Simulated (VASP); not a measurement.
# Hf (P6_3/mmc) in VASP: a series of runs

Hf is run at these levels: PBE; tasks: relaxation of cell and atoms, relaxation of shape and atoms at fixed volume.

Everything below comes from runs of VASP 6.6.1. Logs are shortened: lines on timing, memory, paths and dates and some standing lists are left out, and cuts for length are marked.

### 1 The cell of the first run

Symmetry: P6_3/mmc, No. 194, hexagonal system. The conventional cell has a = 3.197 Å, b = 3.197 Å, c = 5.058 Å, α = 90.00°, β = 90.00°, γ = 120.00°. Within 4.1 Å of Hf (site symmetry -6m2) lie 12 Hf at 3.13 to 3.20 Å.

### 2 Relaxation of cell and atoms, PBE

INCAR reads:

```
SYSTEM = Hf
PREC = Accurate
ENCUT = 600
EDIFF = 1E-6
ISMEAR = 0
SIGMA = 0.1
LREAL = .FALSE.
LASPH = .TRUE.
NELM = 80
ALGO = Fast
ISIF = 3
LWAVE = .FALSE.
LCHARG = .FALSE.
GGA = PE
IBRION = 2
NSW = 100
EDIFFG = -0.005
```

KPOINTS reads:

```
regular mesh
0
G
  18 18 8
  0 0 0
```

POSCAR reads:

```
Hf
1.0
    3.1967000000      0.0000000000      0.0000000000
   -1.5983500000      2.7684234083      0.0000000000
    0.0000000000      0.0000000000      5.0578000000
Hf
2
Direct
    0.3333333333      0.6666666667      0.2500000000
    0.6666666667      0.3333333333      0.7500000000
```

Potentials or basis: VASP PAW PBE potentials, release 64 (Hf_pv).

Command:

```sh
> cat potpaw_PBE.64/Hf_pv/POTCAR > POTCAR
> mpirun -np 1 vasp_std > vasp.out
```

OUTCAR:

```text
SYSTEM = Hf
   PREC = Accurate
   ENCUT = 600
   EDIFF = 1E-6
   ISMEAR = 0
   LREAL = .FALSE.
   LASPH = .TRUE.
   NELM = 80
   ISIF = 3
   GGA = PE
   IBRION = 2
   NSW = 100
   EDIFFG = -0.005

 ion  position               nearest neighbor table
   1  0.333  0.667  0.250-   2 3.13   2 3.13   2 3.13   2 3.13   2 3.13   2 3.13
   2  0.667  0.333  0.750-   1 3.13   1 3.13   1 3.13   1 3.13   1 3.13   1 3.13

  LATTYP: Found a hexagonal cell.
 ALAT       =     3.1967000000
 C/A-ratio  =     1.5821941377

  Lattice vectors:

 A1 = (   3.1967000000,   0.0000000000,   0.0000000000)
 A2 = (  -1.5983500000,   2.7684234083,   0.0000000000)
 A3 = (   0.0000000000,   0.0000000000,   5.0578000000)

Analysis of symmetry for initial positions (statically):
=====================================================================
 Subroutine PRICEL returns:
 Original cell was already a primitive cell.

 Routine SETGRP: Setting up the symmetry group for a
 hexagonal supercell.

 Subroutine GETGRP returns: Found 24 space group operations
 (whereof 12 operations were pure point group operations)
 out of a pool of 24 trial point group operations.

The static configuration has the point symmetry D_3d.
 The point group associated with its full space group is D_6h.

Analysis of symmetry for dynamics (positions and initial velocities):
=====================================================================
 Subroutine PRICEL returns:
 Original cell was already a primitive cell.

 Routine SETGRP: Setting up the symmetry group for a
 hexagonal supercell.

 Subroutine GETGRP returns: Found 24 space group operations
 (whereof 12 operations were pure point group operations)
 out of a pool of 24 trial point group operations.

The dynamic configuration has the point symmetry D_3d.
 The point group associated with its full space group is D_6h.

 Subroutine INISYM returns: Found 24 space group operations
 (whereof 12 operations are pure point group operations),
 and found     1 'primitive' translations

----------------------------------------------------------------------------------------

                                     Primitive cell

  volume of cell :      44.7606

  direct lattice vectors                    reciprocal lattice vectors
     3.196700000  0.000000000  0.000000000     0.312822598  0.180608211  0.000000000
    -1.598350000  2.768423408  0.000000000     0.000000000  0.361216423  0.000000000
     0.000000000  0.000000000  5.057800000     0.000000000  0.000000000  0.197714421

  length of vectors
     3.196700000  3.196700000  5.057800000     0.361216423  0.361216423  0.197714421

  position of ions in fractional coordinates (direct lattice)
     0.333333333  0.666666667  0.250000000
     0.666666667  0.333333333  0.750000000

  ion indices of the primitive-cell ions
   primitive index   ion index
                 1           1
                 2           2

----------------------------------------------------------------------------------------

 KPOINTS: regular mesh

Automatic generation of k-mesh.
 Grid dimensions read from file:
 generate k-points for:   18   18    8

 Generating k-lattice:

  Cartesian coordinates                     Fractional coordinates (reciprocal lattice)
     0.017379033  0.010033790  0.000000000     0.055555556 -0.000000000  0.000000000
     0.000000000  0.020067579  0.000000000     0.000000000  0.055555556  0.000000000
     0.000000000  0.000000000  0.024714303     0.000000000  0.000000000  0.125000000

  Length of vectors
     0.020067579  0.020067579  0.024714303

  Shift w.r.t. Gamma in fractional coordinates (k-lattice)
     0.000000000  0.000000000  0.000000000

 Subroutine IBZKPT returns following result:
 ===========================================

 Found    185 irreducible k-points:

 Following reciprocal coordinates:
            Coordinates               Weight
  0.000000  0.000000  0.000000      1.000000
  0.055556  0.000000  0.000000      6.000000
  0.111111  0.000000  0.000000      6.000000
  0.166667  0.000000  0.000000      6.000000
  0.222222  0.000000  0.000000      6.000000
  0.277778  0.000000  0.000000      6.000000
[... 16 lines left out ...]
  0.333333  0.111111  0.000000     12.000000
  0.388889  0.111111  0.000000     12.000000
 [... further k-points ...]
   k-points           NKPTS =    185   k-points in BZ     NKDIM =    185   number of bands    NBANDS=     14
   number of dos      NEDOS =    301   number of ions     NIONS =      2
   total plane-waves  NPLWV =  31360
   dimension x,y,z NGX =    28 NGY =   28 NGZ =   40
   dimension x,y,z NGXF=    56 NGYF=   56 NGZF=   80
   ions per type =               2
   NGX,Y,Z   is equivalent  to a cutoff of  14.56, 14.56, 13.15 a.u.
   NGXF,Y,Z  is equivalent  to a cutoff of  29.12, 29.12, 26.30 a.u.
 SYSTEM =  Hf
   PREC   = accura    normal or accurate (medium, high low for compatibility)
   ISTART =      0    job   : 0-new  1-cont  2-samecut
   ICHARG =      2    charge: 1-file 2-atom 10-const
   ISPIN  =      1    spin polarized calculation?
   LNONCOLLINEAR =      F non collinear calculations
   LSORBIT =      F    spin-orbit coupling
   LASPH  =      T    aspherical Exc in radial PAW
   ENCUT  =  600.0 eV  44.10 Ry    6.64 a.u.   6.38  6.38 10.10*2*pi/ulx,y,z
   NELM   =     80;   NELMIN=  2; NELMDL= -5     # of ELM steps
   EDIFF  = 0.1E-05   stopping-criterion for ELM
   LREAL  =      F    real-space projection
   EDIFFG = -.5E-02   stopping-criterion for IOM
   NSW    =    100    number of steps for IOM
   IBRION =      2    ionic relax: 0-MD 1-quasi-New 2-CG
   NFREE  =      1    steps in history (QN), initial steepest desc. (CG)
   ISIF   =      3    stress and relaxation
   ISYM   =      2    0-nonsym 1-usesym 2-fastsym
   POTIM  = 0.5000    time-step for ionic-motion
   TEBEG  =    0.0;   TEEND  =   0.0 temperature during run
   PSTRESS=    0.0 pullay stress
   NELECT =      20.0000    total number of electrons
   NUPDOWN=      -1.0000    fix difference up-down
   EMIN   =  10.00;   EMAX   =-10.00  energy-range for DOS
   EFERMI =   0.00;   METHOD = LEGACY
   ISMEAR =     0;   SIGMA  =   0.10  broadening in eV -4-tet -1-fermi 0-gaus
   EFERMI_NEDOS =   21; number of points for ismear=-14 and -15
   IALGO  =     68    algorithm
   IMIX   =      4    mixing-type and parameters
     AMIX     =   0.40;   BMIX     =  1.00
     AMIX_MAG =   1.60;   BMIX_MAG =  1.00
  volume/ion in A,a.u.               =      22.38       151.03
  Fermi-wavevector in a.u.,A,eV,Ry     =   1.251563  2.365112 21.312311  1.566411
  Thomas-Fermi vector in A             =   2.385505
   LORBIT       =      0    0 simple, 1 ext, 2 COOP (PROOUT), +10 PAW based schemes
   GGA     = PE    functional components
   LHFCALC =     F    Hartree Fock is set to
   AEXX    =    0.0000 exact exchange contribution
   IVDW    =     0    specifies the selected vdW correction
   LEPSILON=     F    determine dielectric tensor
   LRPA    =     F    only Hartree local field effects (RPA)
 conjugate gradient relaxation of ions
 non-spin polarized calculation
 RMM-DIIS sequential band-by-band and
 Gauss-broadening in eV      SIGMA  =   0.10
  energy-cutoff  :      600.00
  volume of cell :       44.76
 maximum number of plane-waves:      1522
 NGX is ok and might be reduce to    28
   NGX = 13   NGY = 13   NGZ = 21

--------------------------------------- Ionic step        1  -------------------------------------------

 number of electron      20.0000001 magnetization

 Free energy of the ion-electron system (eV)
  ---------------------------------------------------
  ext. energy  EPLUGINS =         0.00000000
  ---------------------------------------------------
  free energy    TOTEN  =       -19.85456350 eV

  energy without entropy =      -19.84770328  energy(sigma->0) =      -19.85113339

------------------------ aborting loop because EDIFF is reached ----------------------------------------

  FORCE on cell =-STRESS in cart. coord.  units (eV):
  Direction    XX          YY          ZZ          XY          YZ          ZX
  --------------------------------------------------------------------------------------
  -------------------------------------------------------------------------------------
  Total        0.0952310      0.0952310      0.0651056     -0.0000000      0.0000000      0.0000000
  in kB        3.4087327      3.4087327      2.3304124     -0.0000000      0.0000000      0.0000000
  external PRESSURE =       3.0492926 kB  Pullay stress =       0.0000000 kB
[... 129 lines left out ...]
  energy  without entropy=      -19.8477864639  energy(sigma->0) =      -19.85123555

--------------------------------------- Ionic step        5  -------------------------------------------

 number of electron      20.0000001 magnetization

 Free energy of the ion-electron system (eV)
  ---------------------------------------------------
  ext. energy  EPLUGINS =         0.00000000
  ---------------------------------------------------
  free energy    TOTEN  =       -19.85468881 eV

  energy without entropy =      -19.84778518  energy(sigma->0) =      -19.85123700

 E-fermi :   4.9089     XC(G=0): -11.2690

 val. band max:        4.9060626111   @ k =   0.2778   0.2778   0.2500
 cond. band min:       4.9163841214   @ k =   0.1667   0.0000   0.1250
 fundamental gap:      0.0103215102
 Fermi energy:         4.9089277547

 k-point     1 :       0.0000    0.0000    0.0000
  band No.  band energies     occupation
      1     -26.1821      2.00000
      2     -25.4460      2.00000
      3     -25.4460      2.00000
      4     -25.3230      2.00000
      5     -25.3190      2.00000
      6     -25.3190      2.00000
      7      -2.4736      2.00000
      8       1.1994      2.00000
      9       5.5337      0.00000
     10       6.0751      0.00000
     11       6.0751      0.00000
     12       6.3599      0.00000
     13       6.8947      0.00000
     14       6.8947      0.00000
[... 375 lines left out ...]
 k-point    24 :       0.3889    0.1111    0.0000
  band No.  band energies     occupation
      1     -25.9724      2.00000
      2     -25.8336      2.00000
      3     -25.8210      2.00000
      4     -25.6466      2.00000
      5     -25.5404      2.00000
      6     -25.4476      2.00000
      7       1.6114      2.00000
      8       2.5283      2.00000
      9       2.7702      2.00000
     10       3.9434      2.00000
     11       5.4924      0.00000
     12       5.7932      0.00000
     13       6.5077      0.00000
     14       9.9657      0.00000

 [... further k-points ...]

------------------------ aborting loop because EDIFF is reached ----------------------------------------

  FORCE on cell =-STRESS in cart. coord.  units (eV):
  Direction    XX          YY          ZZ          XY          YZ          ZX
  --------------------------------------------------------------------------------------
  -------------------------------------------------------------------------------------
  Total        0.0053250      0.0053250     -0.0033177      0.0000000      0.0000000      0.0000000
  in kB        0.1900835      0.1900835     -0.1184294      0.0000000      0.0000000      0.0000000
  external PRESSURE =       0.0872459 kB  Pullay stress =       0.0000000 kB
[... 17 lines left out ...]
  FREE ENERGIE OF THE ION-ELECTRON SYSTEM (eV)
  ---------------------------------------------------
  free  energy   TOTEN  =       -19.8546888132 eV

  energy  without entropy=      -19.8477851813  energy(sigma->0) =      -19.85123700

 reached required accuracy - stopping structural energy minimisation
```

Run time: 7 min. Hardware: 1 thread of Intel Xeon 8259CL, shared host; peak memory 0.28 GiB.

Results:

* Free energy: -19.8547 eV
* Relaxed volume: 22.44 Å³/atom
* Relaxed cell: a = 3.200 Å, b = 3.200 Å, c = 5.060 Å, α = 90.00°, β = 90.00°, γ = 120.00°
* Space group after relaxing (to 0.1 Å): P6_3/mmc (No. 194)
* Energy gained by relaxing: 0.1 meV/atom
* Ionic steps: 5
* Pressure after relaxing: 0.0 GPa
* Band gap on the k mesh: zero (bands 10 and 11 overlap by 1.59 eV)

The path:
```csv
step,energy change (eV),largest force (eV/Å),pressure (GPa),volume (Å³)
1,0.0000,0.0000,0.30,44.76
2,0.0000,0.0000,-0.37,45.04
3,-0.0001,0.0000,-0.01,44.89
4,-0.0001,0.0000,0.00,44.88
5,-0.0001,0.0000,0.01,44.88
```

Final structure:
```
Hf
1.0
     3.20044    0.00000    0.00000
    -1.60022    2.77166    0.00000
     0.00000    0.00000    5.05979
Hf
2
Cartesian
  0.0000 1.8478 1.2649
  1.6002 0.9239 3.7948
```

Caveat: spin-orbit coupling is left out, which moves the levels of the heavy elements.

### 3 Relaxation of shape and atoms at fixed volume, PBE (23.21 Å³/atom)

This run uses another cell than the first one, of 23.21 Å³/atom.

INCAR reads:

```
SYSTEM = Hf
PREC = Accurate
ENCUT = 600
EDIFF = 1E-6
ISMEAR = 0
SIGMA = 0.1
LREAL = .False.
LASPH = .True.
NELM = 60
ALGO = Fast
ISIF = 4
LWAVE = .False.
LCHARG = .False.
GGA = PE
IBRION = 2
NSW = 50
EDIFFG = -0.01
```

KPOINTS reads:

```
regular mesh
0
Gamma
  18 18 8
  0 0 0
```

POSCAR reads:

```
Hf
1.0
    3.2360040664      0.0000000000      0.0000000000
   -1.6180020332      2.8024617283      0.0000000000
    0.0000000000      0.0000000000      5.1187851251
Hf
2
Direct
    0.3333333333      0.6666666667      0.2500000000
    0.6666666667      0.3333333333      0.7500000000
```

Potentials or basis: VASP PAW PBE potentials, release 64 (Hf_pv).

Command:

```sh
> cat potpaw_PBE.64/Hf_pv/POTCAR > POTCAR
> mpirun -np 1 vasp_std > vasp.out
```

OUTCAR:

```text
SYSTEM = Hf
   PREC = Accurate
   ENCUT = 600
   EDIFF = 1E-6
   ISMEAR = 0
   LREAL = .False.
   LASPH = .True.
   NELM = 60
   ISIF = 4
   GGA = PE
   IBRION = 2
   NSW = 50
   EDIFFG = -0.01

 ion  position               nearest neighbor table
   1  0.333  0.667  0.250-   2 3.17   2 3.17   2 3.17   2 3.17   2 3.17   2 3.17
   2  0.667  0.333  0.750-   1 3.17   1 3.17   1 3.17   1 3.17   1 3.17   1 3.17

  LATTYP: Found a hexagonal cell.
 ALAT       =     3.2360040664
 C/A-ratio  =     1.5818228346

  Lattice vectors:

 A1 = (   3.2360040664,   0.0000000000,   0.0000000000)
 A2 = (  -1.6180020332,   2.8024617283,   0.0000000000)
 A3 = (   0.0000000000,   0.0000000000,   5.1187851251)

Analysis of symmetry for initial positions (statically):
=====================================================================
 Subroutine PRICEL returns:
 Original cell was already a primitive cell.

 Routine SETGRP: Setting up the symmetry group for a
 hexagonal supercell.

[... 229 lines left out ...]
      4     -25.6783      2.00000
      5     -25.6736      2.00000
      6     -25.6736      2.00000
      7      -2.5877      2.00000
      8       1.0736      2.00000
      9       5.2023      0.00000
     10       5.8314      0.00000
     11       5.8314      0.00000
     12       6.1152      0.00000
     13       6.6166      0.00000
     14       6.6166      0.00000
[... 377 lines left out ...]
      1     -26.2537      2.00000
      2     -26.1300      2.00000
      3     -26.1246      2.00000
      4     -25.9664      2.00000
      5     -25.8734      2.00000
      6     -25.7878      2.00000
      7       1.4165      2.00000
      8       2.4004      2.00000
      9       2.6429      2.00000
     10       3.6845      2.00000
     11       5.2599      0.00000
     12       5.5308      0.00000
     13       6.2235      0.00000
     14       9.5559      0.00000

 [... further k-points ...]

------------------------ aborting loop because EDIFF is reached ----------------------------------------

  FORCE on cell =-STRESS in cart. coord.  units (eV):
  Direction    XX          YY          ZZ          XY          YZ          ZX
  --------------------------------------------------------------------------------------
  -------------------------------------------------------------------------------------
  Total       -0.9916863     -0.9916863     -1.0040220      0.0000000      0.0000000     -0.0000000
  in kB      -34.2270315    -34.2270315    -34.6527851      0.0000000      0.0000000     -0.0000000
  external PRESSURE =     -34.3689494 kB  Pullay stress =       0.0000000 kB

 VOLUME and BASIS-vectors are now :
 -----------------------------------------------------------------------------
  energy-cutoff  :      600.00
  volume of cell :       46.42
      direct lattice vectors                 reciprocal lattice vectors
     3.237857533 -0.000000000  0.000000000     0.308846201  0.178312438 -0.000000000
    -1.618928767  2.804066878 -0.000000000     0.000000000  0.356624875 -0.000000000
     0.000000000  0.000000000  5.112926447     0.000000000  0.000000000  0.195582708

 POSITION                                       TOTAL-FORCE (eV/Angst)
 -----------------------------------------------------------------------------------
     -0.00000      1.86938      1.27823         0.000000     -0.000000      0.000000
      1.61893      0.93469      3.83469        -0.000000      0.000000      0.000000
 -----------------------------------------------------------------------------------
    total drift:                               -0.000000      0.000000     -0.000000

  FREE ENERGIE OF THE ION-ELECTRON SYSTEM (eV)
  ---------------------------------------------------
  free  energy   TOTEN  =       -19.8379907594 eV

  energy  without entropy=      -19.8306355744  energy(sigma->0) =      -19.83431317

 reached required accuracy - stopping structural energy minimisation
```

Run time: 4.4 min. Hardware: 1 thread of Intel Xeon 8259CL, shared host; peak memory 0.28 GiB.

What came out:

```yaml
Free_energy: -19.8380 eV
Energy_gained_by_relaxing: 0.0 meV/atom
Ionic_steps: 2
Pressure_after_relaxing: -3.4 GPa
Band_gap_on_the_k_mesh: zero (bands 10 and 11 overlap by 1.59 eV)
```

Final structure:
```
Hf
1.0
     3.23786    0.00000    0.00000
    -1.61893    2.80407    0.00000
     0.00000    0.00000    5.11293
Hf
2
Direct
  0.33333 0.66667 0.25000
  0.66667 0.33333 0.75000
```

Levels at points of the mesh, in eV from the Fermi level:
```
           k point  band 8  band 9  band 10  band 11  band 12  band 13
(0.00, 0.00, 0.00)   -3.60    0.53     1.16     1.16     1.44     1.94
(0.50, 0.00, 0.00)   -2.62   -2.12    -0.87     0.78     0.83     1.62
(0.00, 0.00, 0.50)   -5.34    0.16     0.16     1.05     1.05     1.05
(0.50, 0.00, 0.50)   -3.30   -0.93    -0.93     1.06     1.06     2.55
```

Caveat: spin-orbit coupling is left out, which moves the levels of the heavy elements.
